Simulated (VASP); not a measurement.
Input of a VASP 6.6.1 run:

INCAR

```
SYSTEM = Ga6HN6
ALGO = Normal ; EDIFF = 1E-7
ENCUT = 520 ; GGA = PE
ISIF = 2 ; ISMEAR = 0
LASPH = .TRUE. ; LCHARG = .FALSE.
LREAL = .FALSE. ; LWAVE = .FALSE.
NBANDS = 66 ; NELECT = 110.0
NELM = 80 ; PREC = Accurate
SIGMA = 0.02
```

KPOINTS

```
k-points
0
G
  3 3 3
  0 0 0
```

Contents of POSCAR:

```
Ga6HN6
1.0
    0.0000000000      0.0000000000     -5.2431684262
    4.8275562260      2.7871908866      0.0000000000
    0.0000000001     -5.5743817732      0.0000000000
Ga N H
6 6 1
Direct
    0.4965270172      0.6659701124      0.6668411892
    0.4965408082      0.3330894218      0.0003845177
    0.4964953595      0.9995135458      0.3338792920
   -0.0036571247      0.3098844552      0.3107547968
   -0.0036890064     -0.0004703099      0.6900970649
   -0.0036705772      0.6891951012      0.0004003538
    0.1279170901      0.6454736992      0.6463439268
    0.1279226709      0.3535961549      0.0004087081
    0.1278675758      0.9995388020      0.3544449237
    0.6171250379      0.3382343719      0.3390863565
    0.6170705230     -0.0004785982      0.6616296942
    0.6171326017      0.6608214265      0.0003734567
    0.8773395559     -0.0004506621      0.0003110977
```

Potentials or basis: VASP PAW PBE potentials, release 64 (Ga_d, N, H).

The run is started by

```sh
$ cat potpaw_PBE.64/Ga_d/POTCAR potpaw_PBE.64/N/POTCAR potpaw_PBE.64/H/POTCAR > POTCAR
$ mpirun -np 1 vasp_std > vasp.out
```

(1) Estimate the largest force.

Answers

(1) 0.017 eV/Å.

Caveat: the k points lie up to 0.43 Å⁻¹ apart; the cell carries a net charge on a neutralising background, which shifts energy and pressure; the cell differs from its parent crystal (with an interstitial atom, then relaxed in part).
